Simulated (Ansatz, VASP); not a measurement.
# One calculation of ScSiS4, two programs

```
Sc Si S
1.0
     4.76446    0.00000    0.00000
    -2.38223    4.12614    0.00000
     0.00000    0.00000    7.45766
Sc Si S
1 1 4
Direct
  0.00000 0.00000 0.50000
  0.00000 0.00000 0.00000
  0.33333 0.66667 0.50000
  0.66667 0.33333 0.50000
  0.00000 0.00000 0.23677
  0.00000 0.00000 0.76323
```

Alike in both runs: task relaxation of cell and atoms; functional PBE; k mesh 6 × 6 × 4; occupations gaussian, width 0.1 eV; no spin polarisation.

|  | VASP | Ansatz |
| --- | --- | --- |
| version | VASP 6.6.1 | Ansatz 0.2.0 |
| potentials or method | VASP PAW PBE potentials, release 64 (Sc_sv, Si, S), cutoff 600 eV | scalar-relativistic, plane waves, PAW |
| valence electrons in the cell | 39 | 39 |

```tsv
	VASP	Ansatz	Ansatz less VASP
gap on the k mesh at the Fermi level, each at its own relaxed structure (eV)	none	none	-
relaxed volume (Å³/atom)	29.88	29.97	+0.094
relaxed length of the cell vector where the two differ most in proportion (Å)	9.830	9.861	+0.0310
```

A gap of «none» marks a metal or a gap that the smearing closes.

Noted on VASP's run: the volume moved by over 15 % at a fixed basis, so the end points are rough.
